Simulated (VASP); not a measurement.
Here is a VASP 6.6.1 calculation.

INCAR

```
SYSTEM = RbP3
ALGO = Normal ; EDIFF = 1E-6
EDIFFG = -0.01 ; ENCUT = 600
GGA = PE ; IBRION = 2
ISIF = 3 ; ISMEAR = 0
LASPH = .True. ; LCHARG = .False.
LREAL = .False. ; LWAVE = .False.
NELM = 100 ; NSW = 100
PREC = Accurate ; SIGMA = 0.1
```

KPOINTS

```
k-points
0
Gamma
  10 10 10
  0 0 0
```

File POSCAR:

```
RbP3
1.0
    4.3619130159      0.0000000000      0.0000000000
    0.0000000000      4.3619130159      0.0000000000
    0.0000000000      0.0000000000      4.3619130159
Rb P
1 3
Direct
    0.0000000000      0.0000000000      0.0000000000
    0.0000000000      0.5000000000      0.5000000000
    0.5000000000      0.0000000000      0.5000000000
    0.5000000000      0.5000000000      0.0000000000
```

Potentials or basis: VASP PAW PBE potentials, release 64 (Rb_sv, P).

Run with:

```sh
$ cat potpaw_PBE.64/Rb_sv/POTCAR potpaw_PBE.64/P/POTCAR > POTCAR
$ mpirun -np 1 vasp_std > vasp.out
```

Question: What does it give for the space group after relaxing (to 0.05 Å)?

Answer: Pm-3m (No. 221).

Question: What does it give for the relaxed cell?

Answer: a = 4.366 Å, b = 4.366 Å, c = 4.366 Å, α = 90.00°, β = 90.00°, γ = 90.00°.

Question: Predict the relaxed volume.

Answer: 20.81 Å³/atom.

Question: Predict the band gap on the k mesh.

Answer: Zero (band 12 reaches 7.63 eV, above the bottom of band 13 at 4.11 eV).

Final structure:
```xyz
4
Lattice="4.3660 0.0000 0.0000 0.0000 4.3660 0.0000 0.0000 0.0000 4.3660" Properties=species:S:1:pos:R:3 pbc="T T T"
Rb    0.0000    0.0000    0.0000
P     0.0000    2.1830    2.1830
P     2.1830    0.0000    2.1830
P     2.1830    2.1830    0.0000
```
